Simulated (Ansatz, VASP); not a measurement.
# One calculation of Na, two programs

```
CELL_PARAMETERS angstrom
0.00000 2.55602 2.55602
2.55602 0.00000 2.55602
2.55602 2.55602 0.00000
ATOMIC_POSITIONS crystal
Na 0.00000 0.00000 0.00000
```

Alike in both runs: functional LDA; k mesh 13 × 13 × 13; occupations fermi-dirac, width 0.1 eV; no spin polarisation.

Ansatz relaxed the structure, and its values are those at the end. VASP's run is a single point on that final structure, the one shown.

```csv
,VASP,Ansatz
version,VASP 6.6.1,Ansatz 0.2.0
potentials or method,"VASP PAW LDA potentials, release 64 (Na_pv)","PAW with Ansatz's default frozen-core files, scalar-relativistic"
plane-wave cutoff (eV),500,420
valence electrons in the cell,7,9
```

```csv
,VASP,Ansatz,Ansatz less VASP
pressure (GPa),0.0,0.0,+0.05
```

LDA's correlation is that of Perdew and Zunger in VASP and of Perdew and Wang (1992) in Ansatz. VASP's potentials hold 7 valence electrons a cell and Ansatz's 9, so a difference there can come from the potentials and not from the codes.
